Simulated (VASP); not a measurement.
# Mg2BeS3 (P6/mmm) in VASP: notebook, part 2 of 3

VASP 6.6.1. The steps go on from the part before.

### 3 Single point, PBE

This run uses another cell than the first one, of 39.81 Å³/atom.

The input, INCAR:

```
SYSTEM = Mg2BeS3
PREC     = Accurate       ! precision mode
ENCUT    = 600            ! plane-wave cutoff, eV
EDIFF    = 1E-6           ! SCF threshold, eV
ISMEAR   = 0              ! smearing method
SIGMA    = 0.1            ! smearing width, eV
LREAL    = .False.        ! projectors in reciprocal space
LASPH    = .True.         ! aspherical terms in the spheres
NELM     = 120            ! most SCF steps
ALGO     = Normal         ! electronic algorithm
ISIF     = 2              ! what is computed and relaxed
LWAVE    = .False.        ! write WAVECAR
LCHARG   = .False.        ! write CHGCAR
GGA      = PE             ! functional
NBANDS   = 21             ! bands
GGA_COMPAT= .False.
```

The input, KPOINTS:

```
regular mesh
0
Gamma
  3 3 4
  0 0 0
```

The input, POSCAR:

```
Mg2BeS3
1.0
    6.5163051900      0.0000000000      0.0000000000
   -3.2581526000      5.6432858400      0.0000000000
    0.0000000000      0.0000000000      6.4955127400
Mg Be S
2 1 3
Direct
    0.3333333300      0.6666666700      0.5000000000
    0.6666666700      0.3333333300      0.5000000000
    0.0000000000      0.0000000000      0.0000000000
    0.0000000000      0.0000000000      0.3571429200
    0.0000000000      0.0000000000      0.6428570800
    0.0000000000      0.0000000000      0.5000000000
```

Potentials or basis: VASP PAW PBE potentials, release 64 (Mg, Be, S).

Launch:

```bash
cat potpaw_PBE.64/Mg/POTCAR potpaw_PBE.64/Be/POTCAR potpaw_PBE.64/S/POTCAR > POTCAR
mpirun -np 1 vasp_std > vasp.out
```

OUTCAR:

```text
SYSTEM = Mg2BeS3
   PREC = Accurate
   ENCUT = 600
   EDIFF = 1E-6
   ISMEAR = 0
   LREAL = .False.
   LASPH = .True.
   NELM = 120
   ISIF = 2
   GGA = PE

 ion  position               nearest neighbor table
   1  0.333  0.667  0.500-
   2  0.667  0.333  0.500-
   3  0.000  0.000  0.000-   4 2.32   5 2.32
   4  0.000  0.000  0.357-   6 0.93   5 1.86   3 2.32
   5  0.000  0.000  0.643-   6 0.93   4 1.86   3 2.32
   6  0.000  0.000  0.500-   4 0.93   5 0.93

 -----------------------------------------------------------------------------
|                                                                             |
|           W    W    AA    RRRRR   N    N  II  N    N   GGGG   !!!           |
|           W    W   A  A   R    R  NN   N  II  NN   N  G    G  !!!           |
|           W    W  A    A  R    R  N N  N  II  N N  N  G       !!!           |
|           W WW W  AAAAAA  RRRRR   N  N N  II  N  N N  G  GGG   !            |
|           WW  WW  A    A  R   R   N   NN  II  N   NN  G    G                |
|           W    W  A    A  R    R  N    N  II  N    N   GGGG   !!!           |
|                                                                             |
|     The distance between some ions is very small. Please check the          |
|     nearest-neighbor list in the OUTCAR file.                               |
|     I HOPE YOU KNOW WHAT YOU ARE DOING!                                     |
|                                                                             |
 -----------------------------------------------------------------------------

  LATTYP: Found a hexagonal cell.
 ALAT       =     6.5163051900
 C/A-ratio  =     0.9968091657

  Lattice vectors:

 A1 = (   6.5163051900,   0.0000000000,   0.0000000000)
 A2 = (  -3.2581526000,   5.6432858400,   0.0000000000)
 A3 = (   0.0000000000,   0.0000000000,   6.4955127400)

Analysis of symmetry for initial positions (statically):
=====================================================================
 Subroutine PRICEL returns:
 Original cell was already a primitive cell.

 Routine SETGRP: Setting up the symmetry group for a
 hexagonal supercell.

 Subroutine GETGRP returns: Found 24 space group operations
 (whereof 24 operations were pure point group operations)
 out of a pool of 24 trial point group operations.

The static configuration has the point symmetry D_6h.

Analysis of symmetry for dynamics (positions and initial velocities):
=====================================================================
 Subroutine PRICEL returns:
 Original cell was already a primitive cell.

 Routine SETGRP: Setting up the symmetry group for a
 hexagonal supercell.

 Subroutine GETGRP returns: Found 24 space group operations
 (whereof 24 operations were pure point group operations)
 out of a pool of 24 trial point group operations.

The dynamic configuration has the point symmetry D_6h.

 Subroutine INISYM returns: Found 24 space group operations
 (whereof 24 operations are pure point group operations),
 and found     1 'primitive' translations

----------------------------------------------------------------------------------------

                                     Primitive cell

  volume of cell :     238.8619

[... 58 lines left out ...]
  0.333333  0.333333  0.250000      4.000000
  0.000000  0.000000  0.500000      1.000000
  0.333333  0.000000  0.500000      6.000000
  0.333333  0.333333  0.500000      2.000000
   k-points           NKPTS =      9   k-points in BZ     NKDIM =      9   number of bands    NBANDS=     21
   number of dos      NEDOS =    301   number of ions     NIONS =      6
   total plane-waves  NPLWV = 157464
   dimension x,y,z NGX =    54 NGY =   54 NGZ =   54
   dimension x,y,z NGXF=   108 NGYF=  108 NGZF=  108
   ions per type =               2   1   3
   NGX,Y,Z   is equivalent  to a cutoff of  13.78, 13.78, 13.82 a.u.
   NGXF,Y,Z  is equivalent  to a cutoff of  27.55, 27.55, 27.64 a.u.
 SYSTEM =  Mg2BeS3
   PREC   = accura    normal or accurate (medium, high low for compatibility)
   ISTART =      0    job   : 0-new  1-cont  2-samecut
   ICHARG =      2    charge: 1-file 2-atom 10-const
   ISPIN  =      1    spin polarized calculation?
   LNONCOLLINEAR =      F non collinear calculations
   LSORBIT =      F    spin-orbit coupling
   LASPH  =      T    aspherical Exc in radial PAW
   ENCUT  =  600.0 eV  44.10 Ry    6.64 a.u.  13.01 13.01 12.97*2*pi/ulx,y,z
   NELM   =    120;   NELMIN=  2; NELMDL= -5     # of ELM steps
   EDIFF  = 0.1E-05   stopping-criterion for ELM
   LREAL  =      F    real-space projection
   EDIFFG = 0.1E-04   stopping-criterion for IOM
   NSW    =      0    number of steps for IOM
   IBRION =     -1    ionic relax: 0-MD 1-quasi-New 2-CG
   NFREE  =      0    steps in history (QN), initial steepest desc. (CG)
   ISIF   =      2    stress and relaxation
   ISYM   =      2    0-nonsym 1-usesym 2-fastsym
   POTIM  = 0.5000    time-step for ionic-motion
   TEBEG  =    0.0;   TEEND  =   0.0 temperature during run
   PSTRESS=    0.0 pullay stress
   NELECT =      24.0000    total number of electrons
   NUPDOWN=      -1.0000    fix difference up-down
   EMIN   =  10.00;   EMAX   =-10.00  energy-range for DOS
   EFERMI =   0.00;   METHOD = LEGACY
   ISMEAR =     0;   SIGMA  =   0.10  broadening in eV -4-tet -1-fermi 0-gaus
   EFERMI_NEDOS =   21; number of points for ismear=-14 and -15
   IALGO  =     38    algorithm
   IMIX   =      4    mixing-type and parameters
     AMIX     =   0.40;   BMIX     =  1.00
     AMIX_MAG =   1.60;   BMIX_MAG =  1.00
  volume/ion in A,a.u.               =      39.81       268.65
  Fermi-wavevector in a.u.,A,eV,Ry     =   0.761079  1.438230  7.881051  0.579241
  Thomas-Fermi vector in A             =   1.860239
   LORBIT       =      0    0 simple, 1 ext, 2 COOP (PROOUT), +10 PAW based schemes
   GGA     = PE    functional components
   LHFCALC =     F    Hartree Fock is set to
   AEXX    =    0.0000 exact exchange contribution
   IVDW    =     0    specifies the selected vdW correction
   LEPSILON=     F    determine dielectric tensor
   LRPA    =     F    only Hartree local field effects (RPA)
 non-spin polarized calculation
 Gauss-broadening in eV      SIGMA  =   0.10
  energy-cutoff  :      600.00
  volume of cell :      238.86
 maximum number of plane-waves:      8010
 NGX is ok and might be reduce to    54
   NGX = 27   NGY = 27   NGZ = 25

 number of electron      24.0000001 magnetization

 Free energy of the ion-electron system (eV)
  ---------------------------------------------------
  ext. energy  EPLUGINS =         0.00000000
  ---------------------------------------------------
  free energy    TOTEN  =       209.61995911 eV

  energy without entropy =      209.69375786  energy(sigma->0) =      209.65685848

 E-fermi :   0.6304     XC(G=0):  -6.1040

 val. band max:        0.6221084910   @ k =   0.0000   0.0000   0.2500
 cond. band min:       0.6425667964   @ k =   0.3333   0.0000   0.2500
 fundamental gap:      0.0204583054
 Fermi energy:         0.6303603901

 k-point     1 :       0.0000    0.0000    0.0000
  band No.  band energies     occupation
      1     -18.3282      2.00000
      2     -16.6170      2.00000
      3     -16.6170      2.00000
      4     -13.6700      2.00000
      5      -9.7368      2.00000
      6      -9.7368      2.00000
[... 205 lines left out ...]
     20       3.3364      0.00000
     21       4.9983      0.00000

------------------------ aborting loop because EDIFF is reached ----------------------------------------

  FORCE on cell =-STRESS in cart. coord.  units (eV):
  Direction    XX          YY          ZZ          XY          YZ          ZX
  --------------------------------------------------------------------------------------
  -------------------------------------------------------------------------------------
  Total       -5.1294494     -5.1294494    873.7803633      0.0000000     -0.0000000      0.0000000
  in kB      -34.4060190    -34.4060191   5860.9222388      0.0000000     -0.0000000      0.0000000
  external PRESSURE =    1930.7034002 kB  Pullay stress =       0.0000000 kB

 VOLUME and BASIS-vectors are now :
 -----------------------------------------------------------------------------
  energy-cutoff  :      600.00
  volume of cell :      238.86
      direct lattice vectors                 reciprocal lattice vectors
     6.516305190  0.000000000  0.000000000     0.153461198  0.088600864  0.000000000
    -3.258152600  5.643285840  0.000000000     0.000000000  0.177201728  0.000000000
     0.000000000  0.000000000  6.495512740     0.000000000  0.000000000  0.153952435

 POSITION                                       TOTAL-FORCE (eV/Angst)
 -----------------------------------------------------------------------------------
     -0.00000      3.76219      3.24776         0.000000      0.000000      0.000000
      3.25815      1.88110      3.24776        -0.000000      0.000000      0.000000
      0.00000      0.00000      0.00000        -0.000000      0.000000      0.000000
      0.00000      0.00000      2.31983         0.000000      0.000000   -475.966820
      0.00000      0.00000      4.17569        -0.000000     -0.000000    475.966820
      0.00000      0.00000      3.24776        -0.000000      0.000000      0.000000
 -----------------------------------------------------------------------------------
    total drift:                                0.000000     -0.000000      0.000000

  FREE ENERGIE OF THE ION-ELECTRON SYSTEM (eV)
  ---------------------------------------------------
  free  energy   TOTEN  =       209.6199591128 eV

  energy  without entropy=      209.6937578561  energy(sigma->0) =      209.65685848
```

Run time: 2.5 min. Hardware: 1 thread of Oxide Virtual Turin-like, shared host; peak memory 0.38 GiB.

What came out:

- Free energy: 209.6200 eV
- Pressure: 193.1 GPa
- Largest force: 475.967 eV/Å
- Band gap on the k mesh: zero (bands 12 and 13 overlap by 0.69 eV)

Forces on the atoms (eV/Å):
```
Mg     0.000    0.000    0.000
Mg     0.000    0.000    0.000
Be     0.000    0.000    0.000
S      0.000    0.000 -475.967
S      0.000    0.000  475.967
S      0.000    0.000    0.000
```

Stress tensor (GPa, compression positive):
```
 -3.44   0.00   0.00
  0.00  -3.44   0.00
  0.00   0.00 586.09
```

Caveat: the k points lie up to 0.37 Å⁻¹ apart, too coarse for converged energies and pressures of a metal; atoms lie so close that the PAW spheres overlap strongly, which falsifies energies and pressures; semilocal functionals underestimate gaps, and a narrow one can read as zero; forces of over 1 eV/Å act on the atoms, so gaps and moduli don't describe the material at rest.

### 4 Single point, PBE

This run uses another cell than the first one, of 29.66 Å³/atom.

The input, INCAR:

```
PREC = Accurate ; ENCUT = 600
EDIFF = 1E-6 ; ISMEAR = 0
SIGMA = 0.1 ; LREAL = False
LASPH = True ; NELM = 120
ALGO = Normal ; ISIF = 2
LWAVE = False ; LCHARG = False
GGA = PE ; NBANDS = 21
GGA_COMPAT = False
```

The input, KPOINTS:

```
Automatic mesh
0
Gamma
  6 6 2
```

The input, POSCAR:

```
Mg2BeS3
1.0
    4.9607440499      0.0000000000      0.0000000000
   -2.4803720249      4.2961303689      0.0000000000
    0.0000000000      0.0000000000      8.3515472978
Mg Be S
2 1 3
Direct
    0.3333333333      0.6666666667      0.5000000000
    0.6666666667      0.3333333333      0.5000000000
    0.0000000000      0.0000000000      0.0000000000
    0.0000000000      0.0000000000      0.2230530654
    0.0000000000      0.0000000000      0.7769469346
    0.0000000000      0.0000000000      0.5000000000
```

Launch:

```bash
cat potpaw_PBE.64/Mg/POTCAR potpaw_PBE.64/Be/POTCAR potpaw_PBE.64/S/POTCAR > POTCAR
mpirun -np 1 vasp_std > vasp.out
```

It took 1.7 min on 1 thread of Oxide Virtual Turin-like, shared host; peak memory 0.32 GiB.

It converged, with:

```
Free energy            : -18.0004 eV
Pressure               : -0.1 GPa
Largest force          : 0.037 eV/Å
Band gap on the k mesh : zero (bands 12 and 13 overlap by 0.36 eV)
```

Forces on the atoms (eV/Å):
```
Mg   0.000  0.000  0.000
Mg   0.000  0.000  0.000
Be   0.000  0.000  0.000
S    0.000  0.000  0.037
S    0.000  0.000 -0.037
S    0.000  0.000  0.000
```

Levels at points of the mesh, in eV from the Fermi level:
```
           k point  band 9  band 10  band 11  band 12  band 13  band 14  band 15  band 16
(0.00, 0.00, 0.00)   -1.95    -1.95    -1.77    -1.77     0.83     0.83     1.13     1.39
(0.50, 0.00, 0.00)   -2.37    -2.11    -1.90    -1.48     1.11     1.30     2.97     3.01
(0.00, 0.00, 0.50)   -2.45    -2.45    -1.11    -1.11     0.21     0.83     0.83     1.13
(0.50, 0.00, 0.50)   -2.61    -1.59    -1.47    -1.22     0.42     1.13     1.75     2.81
```

Caveat: the k points lie up to 0.38 Å⁻¹ apart; semilocal functionals underestimate gaps, and a narrow one can read as zero.

(Part 2 of 3 ends here.)

The gap in the log of VASP goes by the Fermi energy; the results here count the filled bands.